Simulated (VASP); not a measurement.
# Ta in VASP: notebook

The runs below take Ta through single point, with PBEsol.

All numbers are computed with VASP 6.6.1; they aren't measurements. Logs are shortened: lines on timing, memory, paths and dates and some standing lists are left out, and cuts for length are marked.

### 1 The cell of the first run

It takes space group Im-3m (No. 229, cubic). Conventional cell: a = 3.235 Å, b = 3.235 Å, c = 3.235 Å, α = 90.00°, β = 90.00°, γ = 90.00°. Ta (site symmetry m-3m) has 14 Ta at 2.80 to 3.24 Å within 3.7 Å.

### 2 Single point, PBEsol (volume scaled by 0.94)

File INCAR:

```
SYSTEM = Ta
PREC = Accurate
ENCUT = 520
EDIFF = 1E-7
ISMEAR = -1
SIGMA = 0.05
LREAL = .False.
LASPH = .True.
NELM = 60
ALGO = Normal
ISIF = 2
LWAVE = .False.
LCHARG = .False.
GGA = PS
NBANDS = 12
```

File KPOINTS:

```
Automatic mesh
0
Gamma
  15 15 15
  0 0 0
```

File POSCAR:

```
Ta
1.0
   -1.6175709496      1.6175709496      1.6175709496
    1.6175709496     -1.6175709496      1.6175709496
    1.6175709496      1.6175709496     -1.6175709496
Ta
1
Direct
    0.0000000000      0.0000000000      0.0000000000
```

Potentials or basis: VASP PAW PBE potentials, release 64 (Ta_pv).

Started as:

```console
$ cat potpaw_PBE.64/Ta_pv/POTCAR > POTCAR
$ mpirun -np 1 vasp_std > vasp.out
```

OUTCAR:

```text
SYSTEM = Ta
   PREC = Accurate
   ENCUT = 520
   EDIFF = 1E-7
   ISMEAR = -1
   LREAL = .False.
   LASPH = .True.
   NELM = 60
   ISIF = 2
   GGA = PS

 ion  position               nearest neighbor table
   1  0.000  0.000  0.000-

  LATTYP: Found a body centered cubic cell.
 ALAT       =     3.2351418992

  Lattice vectors:

 A1 = (  -1.6175709496,   1.6175709496,   1.6175709496)
 A2 = (   1.6175709496,  -1.6175709496,   1.6175709496)
 A3 = (   1.6175709496,   1.6175709496,  -1.6175709496)

Analysis of symmetry for initial positions (statically):
=====================================================================
 Subroutine PRICEL returns:
 Original cell was already a primitive cell.

 Routine SETGRP: Setting up the symmetry group for a
 body centered cubic supercell.

 Subroutine GETGRP returns: Found 48 space group operations
 (whereof 48 operations were pure point group operations)
 out of a pool of 48 trial point group operations.

The static configuration has the point symmetry O_h .

Analysis of symmetry for dynamics (positions and initial velocities):
=====================================================================
 Subroutine PRICEL returns:
 Original cell was already a primitive cell.

 Routine SETGRP: Setting up the symmetry group for a
 body centered cubic supercell.

 Subroutine GETGRP returns: Found 48 space group operations
 (whereof 48 operations were pure point group operations)
 out of a pool of 48 trial point group operations.

The dynamic configuration has the point symmetry O_h .

 Subroutine INISYM returns: Found 48 space group operations
 (whereof 48 operations are pure point group operations),
 and found     1 'primitive' translations

----------------------------------------------------------------------------------------

                                     Primitive cell

  volume of cell :      16.9297

  direct lattice vectors                    reciprocal lattice vectors
    -1.617570950  1.617570950  1.617570950     0.000000000  0.309105452  0.309105452
     1.617570950 -1.617570950  1.617570950     0.309105452  0.000000000  0.309105452
     1.617570950  1.617570950 -1.617570950     0.309105452  0.309105452  0.000000000

  length of vectors
     2.801715070  2.801715070  2.801715070     0.437141123  0.437141123  0.437141123

[... 76 lines left out ...]
   ENCUT  =  520.0 eV  38.22 Ry    6.18 a.u.   5.21  5.21  5.21*2*pi/ulx,y,z
   NELM   =     60;   NELMIN=  2; NELMDL= -5     # of ELM steps
   EDIFF  = 0.1E-06   stopping-criterion for ELM
   LREAL  =      F    real-space projection
   EDIFFG = 0.1E-05   stopping-criterion for IOM
   NSW    =      0    number of steps for IOM
   IBRION =     -1    ionic relax: 0-MD 1-quasi-New 2-CG
   NFREE  =      0    steps in history (QN), initial steepest desc. (CG)
   ISIF   =      2    stress and relaxation
   ISYM   =      2    0-nonsym 1-usesym 2-fastsym
   POTIM  = 0.5000    time-step for ionic-motion
   TEBEG  =    0.0;   TEEND  =   0.0 temperature during run
   PSTRESS=    0.0 pullay stress
   NELECT =      11.0000    total number of electrons
   NUPDOWN=      -1.0000    fix difference up-down
   EMIN   =  10.00;   EMAX   =-10.00  energy-range for DOS
   EFERMI =   0.00;   METHOD = LEGACY
   ISMEAR =    -1;   SIGMA  =   0.05  broadening in eV -4-tet -1-fermi 0-gaus
   EFERMI_NEDOS =   21; number of points for ismear=-14 and -15
   IALGO  =     38    algorithm
   IMIX   =      4    mixing-type and parameters
     AMIX     =   0.40;   BMIX     =  1.00
     AMIX_MAG =   1.60;   BMIX_MAG =  1.00
  volume/ion in A,a.u.               =      16.93       114.25
  Fermi-wavevector in a.u.,A,eV,Ry     =   1.417933  2.679505 27.354977  2.010534
  Thomas-Fermi vector in A             =   2.539111
   LORBIT       =      0    0 simple, 1 ext, 2 COOP (PROOUT), +10 PAW based schemes
   GGA     = PS    functional components
   LHFCALC =     F    Hartree Fock is set to
   AEXX    =    0.0000 exact exchange contribution
   IVDW    =     0    specifies the selected vdW correction
   LEPSILON=     F    determine dielectric tensor
   LRPA    =     F    only Hartree local field effects (RPA)
 non-spin polarized calculation
  energy-cutoff  :      520.00
  volume of cell :       16.93
 maximum number of plane-waves:       468
 NGX is ok and might be reduce to    24
   NGX = 11   NGY = 11   NGZ = 11

 number of electron      10.9999998 magnetization

 Free energy of the ion-electron system (eV)
  ---------------------------------------------------
  ext. energy  EPLUGINS =         0.00000000
  ---------------------------------------------------
  free energy    TOTEN  =       -12.53457466 eV

  energy without entropy =      -12.52595114  energy(sigma->0) =      -12.53026290

 E-fermi :   5.8319     XC(G=0): -13.0483

 val. band max:        5.8175063419   @ k =   0.3333   0.2000   0.0667
 cond. band min:       5.8625329322   @ k =   0.0667   0.0667   0.0667
 fundamental gap:      0.0450265902
 Fermi energy:         5.8319121370

 k-point     1 :       0.0000    0.0000    0.0000
  band No.  band energies     occupation
      1     -26.9412      2.00000
      2     -26.9412      2.00000
      3     -26.9412      2.00000
      4      -2.3328      2.00000
      5       6.5475      0.00000
      6       6.5475      0.00000
      7       6.5475      0.00000
      8      10.0429      0.00000
      9      10.0429      0.00000
     10      20.7115      0.00000
     11      21.1647      0.00000
     12      21.1647      0.00000
[... 331 lines left out ...]
 k-point    24 :       0.4000    0.2000    0.0000
  band No.  band energies     occupation
      1     -28.2126      2.00000
      2     -27.6145      2.00000
      3     -27.0908      2.00000
      4       2.3865      2.00000
      5       4.2952      2.00000
      6       5.9995      0.06768
      7       9.7979      0.00000
      8      11.3407      0.00000
      9      16.1078      0.00000
     10      16.5981      0.00000
     11      20.1646      0.00000
     12      20.7279      0.00000

 [... further k-points ...]
[... 5 lines left out ...]
  --------------------------------------------------------------------------------------
  -------------------------------------------------------------------------------------
  Total        1.0182092      1.0182092      1.0182092      0.0000000     -0.0000000      0.0000000
  in kB       96.3601807     96.3601807     96.3601807      0.0000000     -0.0000000      0.0000000
  external PRESSURE =      96.3601807 kB  Pullay stress =       0.0000000 kB

 VOLUME and BASIS-vectors are now :
 -----------------------------------------------------------------------------
  energy-cutoff  :      520.00
  volume of cell :       16.93
      direct lattice vectors                 reciprocal lattice vectors
    -1.617570950  1.617570950  1.617570950     0.000000000  0.309105452  0.309105452
     1.617570950 -1.617570950  1.617570950     0.309105452  0.000000000  0.309105452
     1.617570950  1.617570950 -1.617570950     0.309105452  0.309105452  0.000000000

 POSITION                                       TOTAL-FORCE (eV/Angst)
 -----------------------------------------------------------------------------------
      0.00000      0.00000      0.00000        -0.000000      0.000000      0.000000
 -----------------------------------------------------------------------------------
    total drift:                               -0.000000      0.000000      0.000000

  FREE ENERGIE OF THE ION-ELECTRON SYSTEM (eV)
  ---------------------------------------------------
  free  energy   TOTEN  =       -12.5345746603 eV

  energy  without entropy=      -12.5259511446  energy(sigma->0) =      -12.53026290
```

stdout:

```text
POSCAR found type information on POSCAR Ta
 POSCAR found :  1 types and       1 ions
 scaLAPACK will be used
 -----------------------------------------------------------------------------
|                                                                             |
|                                                                             |
|     You enforced a specific xc type in the INCAR file but a different       |
|     I HOPE YOU KNOW WHAT YOU ARE DOING!                                     |
|                                                                             |
 -----------------------------------------------------------------------------

 LDA part: xc-table for (Slater+PW92), standard interpolation
 POSCAR, INCAR and KPOINTS ok, starting setup
 FFT: planning ... GRIDC
 FFT: planning ... GRID_SOFT
 FFT: planning ... GRID
 WAVECAR not read
 entering main loop
```

Run time: 9.6 s. Hardware: 1 thread of Intel Xeon Platinum 8488C (Sapphire Rapids), shared host; peak memory 0.15 GiB.

Results:

* Free energy: -12.5346 eV
* Pressure: 9.6 GPa

Caveat: the PAW data sets were made with another functional, which shifts forces and pressure a little; spin-orbit coupling is left out, which moves the levels of the heavy elements.

### 3 Single point, PBEsol (volume scaled by 0.98)

File INCAR:

```
SYSTEM = Ta
  ALGO = Normal
  EDIFF = 1E-7
  ENCUT = 520
  GGA = PS
  ISIF = 2
  ISMEAR = -1
  LASPH = .TRUE.
  LCHARG = .FALSE.
  LREAL = .FALSE.
  LWAVE = .FALSE.
  NBANDS = 12
  NELM = 100
  PREC = Accurate
  SIGMA = 0.05
```

File KPOINTS:

```
k-points
0
G
  15 15 15
  0 0 0
```

File POSCAR:

```
Ta
1.0
   -1.6401972500      1.6401972500      1.6401972500
    1.6401972500     -1.6401972500      1.6401972500
    1.6401972500      1.6401972500     -1.6401972500
Ta
1
Direct
    0.0000000000      0.0000000000      0.0000000000
```

Potentials or basis: VASP PAW PBE potentials, release 64 (Ta_pv).

Started as:

```console
$ cat potpaw_PBE.64/Ta_pv/POTCAR > POTCAR
$ mpirun -np 1 vasp_std > vasp.out
```

It took 10 s on 1 thread of Intel Xeon Platinum 8488C (Sapphire Rapids), shared host; peak memory 0.15 GiB.

The run converged. Its results:

```yaml
Free_energy: -12.5561 eV
Pressure: 0.2 GPa
```

Levels at points of the mesh, in eV from the Fermi level:
| k point | band 1 | band 2 | band 3 | band 4 | band 5 | band 6 | band 7 | band 8 | band 9 | band 10 |
| --- | --- | --- | --- | --- | --- | --- | --- | --- | --- | --- |
| (0.00, 0.00, 0.00) | -32.94 | -32.94 | -32.94 | -8.01 | 0.72 | 0.72 | 0.72 | 4.06 | 4.06 | 14.74 |

Caveat: the PAW data sets were made with another functional, which shifts forces and pressure a little; spin-orbit coupling is left out, which moves the levels of the heavy elements.

### 4 Single point, PBEsol (volume scaled by 1.01)

File INCAR:

```
ALGO = Normal ; EDIFF = 1E-6
ENCUT = 520 ; GGA = PS
ISIF = 2 ; ISMEAR = -1
LASPH = True ; LCHARG = True
LELF = True ; LREAL = False
LVHAR = True ; LWAVE = False
NBANDS = 12 ; NELM = 60
PREC = Accurate ; SIGMA = 0.05
```

File KPOINTS:

```
k-points
0
Gamma
  15 15 15
```

File POSCAR:

```
Ta
1.0
   -1.6567660204      1.6567660204      1.6567660204
    1.6567660204     -1.6567660204      1.6567660204
    1.6567660204      1.6567660204     -1.6567660204
Ta
1
Direct
    0.0000000000      0.0000000000      0.0000000000
```

Started as:

```console
$ cat potpaw_PBE.64/Ta_pv/POTCAR > POTCAR
$ mpirun -np 1 vasp_std > vasp.out
```

Run time: 10 s. Hardware: 1 thread of Intel Xeon Platinum 8488C (Sapphire Rapids), shared host; peak memory 0.15 GiB.

It converged, with:

```yaml
Free_energy: -12.5465 eV
Pressure: -5.8 GPa
```

Levels at points of the mesh, in eV from the Fermi level:
```tsv
k point	band 3	band 4	band 5	band 6	band 7	band 8
(0.00, 0.00, 0.00)	-33.06	-7.89	0.72	0.72	0.72	3.96
```

Caveat: the PAW data sets were made with another functional, which shifts forces and pressure a little; spin-orbit coupling is left out, which moves the levels of the heavy elements.

### 5 Single point, PBEsol (volume scaled by 1.04)

Edit INCAR of step 4 so:

```diff
@@ -6,3 +6,3 @@
 LVHAR = True ; LWAVE = False
-NBANDS = 12 ; NELM = 60
+NBANDS = 12 ; NELM = 80
 PREC = Accurate ; SIGMA = 0.05
```

KPOINTS is that of step 4.

File POSCAR:

```
Ta
1.0
   -1.6730098603      1.6730098603      1.6730098603
    1.6730098603     -1.6730098603      1.6730098603
    1.6730098603      1.6730098603     -1.6730098603
Ta
1
Direct
    0.0000000000      0.0000000000      0.0000000000
```

Started as:

```console
$ cat potpaw_PBE.64/Ta_pv/POTCAR > POTCAR
$ mpirun -np 1 vasp_std > vasp.out
```

Run time: 11 s. Hardware: 1 thread of Intel Xeon Platinum 8488C (Sapphire Rapids), shared host; peak memory 0.15 GiB.

Results (log left out):

```
Free energy : -12.5184 eV
Pressure    : -10.9 GPa
```

Levels at points of the mesh, in eV from the Fermi level:
```csv
k point,band 2,band 3,band 4,band 5,band 6,band 7,band 8,band 9,band 10,band 11
"(0.00, 0.00, 0.00)",-33.18,-33.18,-7.77,0.72,0.72,0.72,3.85,3.85,14.53,14.86
```

Caveat: the PAW data sets were made with another functional, which shifts forces and pressure a little; spin-orbit coupling is left out, which moves the levels of the heavy elements.

### 6 Single point, PBEsol (equal xy, yz and zx shear strains of -2 %)

File INCAR:

```
SYSTEM = Ta
  PREC = Accurate
  ENCUT = 520
  EDIFF = 1E-6
  ISMEAR = -1
  SIGMA = 0.05
  LREAL = .False.
  LASPH = .True.
  NELM = 60
  ALGO = Normal
  ISIF = 2
  LWAVE = .False.
  LCHARG = .False.
  GGA = PS
  NBANDS = 12
```

File KPOINTS:

```
Automatic mesh
0
Gamma
  15 15 15
  0 0 0
```

File POSCAR:

```
Ta
1.0
   -1.6843056000      1.6512800000      1.6512800000
    1.6512800000     -1.6843056000      1.6512800000
    1.6512800000      1.6512800000     -1.6843056000
Ta
1
Direct
    0.0000000000      0.0000000000      0.0000000000
```

Potentials or basis: VASP PAW PBE potentials, release 64 (Ta_pv).

Started as:

```console
$ cat potpaw_PBE.64/Ta_pv/POTCAR > POTCAR
$ mpirun -np 1 vasp_std > vasp.out
```

Wall time 40 s (1 thread of Intel Xeon Platinum 8375C at 2.90GHz (Ice Lake), shared host); peak memory 0.2 GiB.

It converged, with:

```
Free energy : -12.5474 eV
Pressure    : -3.7 GPa
```

Stress tensor (GPa, compression positive):
```
-3.67  1.37  1.37
 1.37 -3.67  1.37
 1.37  1.37 -3.67
```

Levels at points of the mesh, in eV from the Fermi level:
```tsv
k point	band 3	band 4	band 5	band 6	band 7	band 8	band 9	band 10
(0.00, 0.00, 0.00)	-32.95	-7.93	0.40	0.86	0.86	4.02	4.02	14.67
```

Caveat: the cell differs from its parent crystal (equal xy, yz and zx shear strains of -2 %); the PAW data sets were made with another functional, which shifts forces and pressure a little; spin-orbit coupling is left out, which moves the levels of the heavy elements.

### 7 Overview

```csv
cell,gap on the mesh (eV),pressure (GPa)
"a = 2.802 Å, angles 109.5°, 1 atom",none,9.6
"a = 2.841 Å, angles 109.5°, 1 atom",none,0.2
"a = 2.870 Å, angles 109.5°, 1 atom",none,-5.8
"a = 2.898 Å, angles 109.5°, 1 atom",none,-10.9
"a = 2.879 Å, angles 110.0°, 1 atom",none,-3.7
```

Alike in all rows: task single point; level PBEsol; potentials or basis VASP PAW PBE potentials, release 64 (Ta_pv); no spin polarisation; k mesh 15 × 15 × 15; cutoff (eV) 520; smearing fermi-dirac 0.05 eV.

Caveats: the PAW data sets were made with another functional, which shifts forces and pressure a little; spin-orbit coupling is left out, which moves the levels of the heavy elements.

Absolute energies hang on the potentials; compare differences alone.
